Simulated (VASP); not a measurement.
Here is a VASP 6.6.1 calculation.

INCAR

```
ALGO = Normal ; EDIFF = 1E-6
EDIFFG = -0.01 ; ENCUT = 600
GGA = PE ; IBRION = 2
ISIF = 4 ; ISMEAR = 0
IVDW = 12 ; LASPH = True
LCHARG = False ; LREAL = False
LWAVE = False ; NELM = 80
NSW = 50 ; PREC = Accurate
SIGMA = 0.02
```

Contents of KPOINTS:

```
k-points
0
Gamma
  12 12 4
```

The input POSCAR:

```
WS2
1.0
    3.1219306521      0.0000000000      0.0000000000
   -1.5609653261      2.7036712536      0.0000000000
    0.0000000000      0.0000000000     12.0206223983
W S
2 4
Direct
    0.3333333333      0.6666666667      0.2500000000
    0.6666666667      0.3333333333      0.7500000000
    0.3333333333      0.6666666667      0.6203061686
    0.6666666667      0.3333333333      0.1203061686
    0.3333333333      0.6666666667      0.8796938314
    0.6666666667      0.3333333333      0.3796938314
```

Potentials or basis: VASP PAW PBE potentials, release 64 (W_sv, S).

Run with:

```sh
$ cat potpaw_PBE.64/W_sv/POTCAR potpaw_PBE.64/S/POTCAR > POTCAR
$ mpirun -np 1 vasp_std > vasp.out
```

Estimate the band gap on the k mesh.

0.78 eV (least direct gap 1.87 eV).

Estimate the dispersion energy per atom.

-0.450 eV.

The path:
```tsv
step	energy change (eV)	largest force (eV/Å)	pressure (GPa)	volume (Å³)
1	0.0000	0.5548	5.53	101.46
2	-0.0246	0.0613	2.43	101.46
3	-0.0254	0.0261	2.85	101.46
4	-0.0349	0.0137	2.17	101.46
5	-0.0361	0.0055	1.81	101.46
```

Caveat: spin-orbit coupling is left out, which moves the levels of the heavy elements. A k mesh can miss the band edges.
